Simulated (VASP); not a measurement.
# Y (Fm-3m) in VASP: further runs, part 2 of 2

VASP 6.6.1.

### 3 Single point, revPBE

This run uses another cell than the first one, of 33.57 Å³/atom, 1.042 times its volume.

INCAR

```
SYSTEM = Y
PREC     = Accurate       ! precision mode
ENCUT    = 520            ! plane-wave cutoff, eV
EDIFF    = 1E-7           ! SCF threshold, eV
ISMEAR   = -1             ! smearing method
SIGMA    = 0.1            ! smearing width, eV
LREAL    = .False.        ! projectors in reciprocal space
LASPH    = .True.         ! aspherical terms in the spheres
NELM     = 100            ! most SCF steps
ALGO     = Normal         ! electronic algorithm
ISIF     = 2              ! what is computed and relaxed
LWAVE    = .False.        ! write WAVECAR
LCHARG   = .False.        ! write CHGCAR
GGA      = RE             ! functional
NBANDS   = 12             ! bands
```

KPOINTS

```
Automatic mesh
0
Gamma
  12 12 12
  0 0 0
```

POSCAR

```
Y
1.0
    0.0000000000      2.5603050175      2.5603050175
    2.5603050175      0.0000000000      2.5603050175
    2.5603050175      2.5603050175      0.0000000000
Y
1
Direct
    0.0000000000      0.0000000000      0.0000000000
```

Potentials or basis: VASP PAW PBE potentials, release 64 (Y_sv).

The run is started by

```bash
$ cat potpaw_PBE.64/Y_sv/POTCAR > POTCAR
$ mpirun -np 1 vasp_std > vasp.out
```

OUTCAR:

```text
SYSTEM = Y
   PREC = Accurate
   ENCUT = 520
   EDIFF = 1E-7
   ISMEAR = -1
   LREAL = .False.
   LASPH = .True.
   NELM = 100
   ISIF = 2
   GGA = RE

 ion  position               nearest neighbor table
   1  0.000  0.000  0.000-

  LATTYP: Found a face centered cubic cell.
 ALAT       =     5.1206100350

  Lattice vectors:

 A1 = (   0.0000000000,   2.5603050175,   2.5603050175)
 A2 = (   2.5603050175,   0.0000000000,   2.5603050175)
 A3 = (   2.5603050175,   2.5603050175,   0.0000000000)

Analysis of symmetry for initial positions (statically):
=====================================================================
 Subroutine PRICEL returns:
 Original cell was already a primitive cell.

 Routine SETGRP: Setting up the symmetry group for a
 face centered cubic supercell.

 Subroutine GETGRP returns: Found 48 space group operations
 (whereof 48 operations were pure point group operations)
 out of a pool of 48 trial point group operations.

The static configuration has the point symmetry O_h .

[... 165 lines left out ...]
  band No.  band energies     occupation
      1     -39.7689      2.00000
      2     -19.4888      2.00000
      3     -19.4888      2.00000
      4     -19.4888      2.00000
      5      -1.6801      2.00000
      6       4.7886      0.00000
      7       4.7886      0.00000
      8       4.7886      0.00000
      9       6.7212      0.00000
     10       6.7212      0.00000
     11      11.8792      0.00000
     12      15.0730      0.00000
[... 331 lines left out ...]
 k-point    24 :      -0.4167    0.1667    0.0000
  band No.  band energies     occupation
      1     -39.7070      2.00000
      2     -19.9475      2.00000
      3     -19.6483      2.00000
      4     -19.5743      2.00000
      5       1.6429      2.00000
      6       3.0935      0.66451
      7       4.0964      0.00004
      8       5.1203      0.00000
      9       7.7292      0.00000
     10       8.6604      0.00000
     11      10.1813      0.00000
     12      13.0155      0.00000

 [... further k-points ...]

------------------------ aborting loop because EDIFF is reached ----------------------------------------

  FORCE on cell =-STRESS in cart. coord.  units (eV):
  Direction    XX          YY          ZZ          XY          YZ          ZX
  --------------------------------------------------------------------------------------
  -------------------------------------------------------------------------------------
  Total       -0.0173678     -0.0173678     -0.0173678     -0.0000000      0.0000000      0.0000000
  in kB       -0.8289942     -0.8289942     -0.8289942     -0.0000000      0.0000000      0.0000000
  external PRESSURE =      -0.8289942 kB  Pullay stress =       0.0000000 kB

 VOLUME and BASIS-vectors are now :
 -----------------------------------------------------------------------------
  energy-cutoff  :      520.00
  volume of cell :       33.57
      direct lattice vectors                 reciprocal lattice vectors
     0.000000000  2.560305018  2.560305018    -0.195289232  0.195289232  0.195289232
     2.560305018  0.000000000  2.560305018     0.195289232 -0.195289232  0.195289232
     2.560305018  2.560305018  0.000000000     0.195289232  0.195289232 -0.195289232

 POSITION                                       TOTAL-FORCE (eV/Angst)
 -----------------------------------------------------------------------------------
      0.00000      0.00000      0.00000         0.000000      0.000000      0.000000
 -----------------------------------------------------------------------------------
    total drift:                               -0.000000     -0.000000     -0.000000

  FREE ENERGIE OF THE ION-ELECTRON SYSTEM (eV)
  ---------------------------------------------------
  free  energy   TOTEN  =        -6.1672366601 eV

  energy  without entropy=       -6.1094169197  energy(sigma->0) =       -6.13832679
```

OSZICAR:

```text
N       E                     dE             d eps       ncg     rms          rms(c)
DAV:   1     0.250493244893E+02    0.25049E+02   -0.56352E+03  1728   0.830E+02
DAV:   2    -0.487522692417E+01   -0.29925E+02   -0.29217E+02  2052   0.167E+02
DAV:   3    -0.631267057375E+01   -0.14374E+01   -0.14142E+01  2492   0.220E+01
DAV:   4    -0.635011688687E+01   -0.37446E-01   -0.37430E-01  1956   0.361E+00
DAV:   5    -0.635087086674E+01   -0.75398E-03   -0.75395E-03  2212   0.388E-01    0.219E+01
DAV:   6    -0.619560399422E+01    0.15527E+00   -0.19484E-01  1856   0.298E+00    0.135E+01
DAV:   7    -0.617079214688E+01    0.24812E-01   -0.29029E-01  2008   0.367E+00    0.114E+00
DAV:   8    -0.616739472276E+01    0.33974E-02   -0.38573E-02  2032   0.148E+00    0.179E-01
DAV:   9    -0.616732498687E+01    0.69736E-04   -0.62898E-04  2140   0.210E-01    0.124E-01
DAV:  10    -0.616723779496E+01    0.87192E-04   -0.36676E-04  1928   0.156E-01    0.479E-02
DAV:  11    -0.616723762805E+01    0.16691E-06   -0.35902E-05  1928   0.474E-02    0.116E-02
DAV:  12    -0.616723760469E+01    0.23364E-07   -0.14473E-06  2140   0.959E-03    0.121E-02
DAV:  13    -0.616723676851E+01    0.83618E-06   -0.10042E-06  2024   0.701E-03    0.105E-03
DAV:  14    -0.616723665313E+01    0.11539E-06   -0.30272E-08  1132   0.156E-03    0.359E-04
DAV:  15    -0.616723666009E+01   -0.69674E-08   -0.79806E-09   992   0.583E-04
   1 F= -.61672367E+01 E0= -.61383268E+01  d E =-.578197E-01
```

Run time: 18 s. Hardware: 1 thread of Intel Xeon 6975P-C (Granite Rapids), shared host; peak memory 0.18 GiB.

What came out:

| Item | Value |
| --- | --- |
| Free energy | -6.1672 eV |
| Pressure | -0.1 GPa |

Caveat: the PAW data sets were made with another functional, which shifts forces and pressure a little.

### 4 Single point, revPBE (volume scaled by 1.08)

INCAR

```
SYSTEM = Y
PREC = Accurate
ENCUT = 520
EDIFF = 1E-6
ISMEAR = -1
SIGMA = 0.1
LREAL = .False.
LASPH = .True.
NELM = 80
ALGO = Normal
ISIF = 2
LWAVE = .False.
LCHARG = .True.
GGA = RE
LELF = .True.
LVHAR = .True.
NBANDS = 12
```

KPOINTS is that of step 3.

POSCAR

```
Y
1.0
    0.0000000000      2.6268359977      2.6268359977
    2.6268359977      0.0000000000      2.6268359977
    2.6268359977      2.6268359977      0.0000000000
Y
1
Direct
    0.0000000000      0.0000000000      0.0000000000
```

The run is started by

```bash
$ cat potpaw_PBE.64/Y_sv/POTCAR > POTCAR
$ mpirun -np 1 vasp_std > vasp.out
```

Run time: 16 s. Hardware: 1 thread of Intel Xeon 6975P-C (Granite Rapids), shared host; peak memory 0.18 GiB.

It converged, with:

| Quantity | Value |
| --- | --- |
| Free energy | -6.1444 eV |
| Pressure | -2.6 GPa |

Levels at points of the mesh, in eV from the Fermi level:
```csv
k point,band 3,band 4,band 5,band 6,band 7,band 8
"(0.00, 0.00, 0.00)",-22.76,-22.76,-4.57,1.68,1.68,1.68
"(0.50, 0.00, 0.00)",-22.81,-22.81,-1.84,0.33,1.54,1.54
"(0.50, 0.50, 0.00)",-22.90,-22.90,-1.51,-0.68,1.65,4.69
```

Caveat: the cell differs from its parent crystal (volume scaled by 1.08); the PAW data sets were made with another functional, which shifts forces and pressure a little.

### 5 Summary

| cell | gap on the mesh (eV) | pressure (GPa) |
| --- | --- | --- |
| a = 3.572 Å, angles 60.0°, 1 atom | none | 1.4 |
| a = 3.621 Å, angles 60.0°, 1 atom | none | -0.1 |
| a = 3.715 Å, angles 60.0°, 1 atom | none | -2.6 |

Alike in all rows: task single point; level revPBE; potentials or basis VASP PAW PBE potentials, release 64 (Y_sv); no spin polarisation; k mesh 12 × 12 × 12; cutoff (eV) 520; smearing fermi-dirac 0.1 eV.

Caveats: the PAW data sets were made with another functional, which shifts forces and pressure a little.

Total energies depend on the potentials used, so only differences within one code and one set of settings carry meaning.
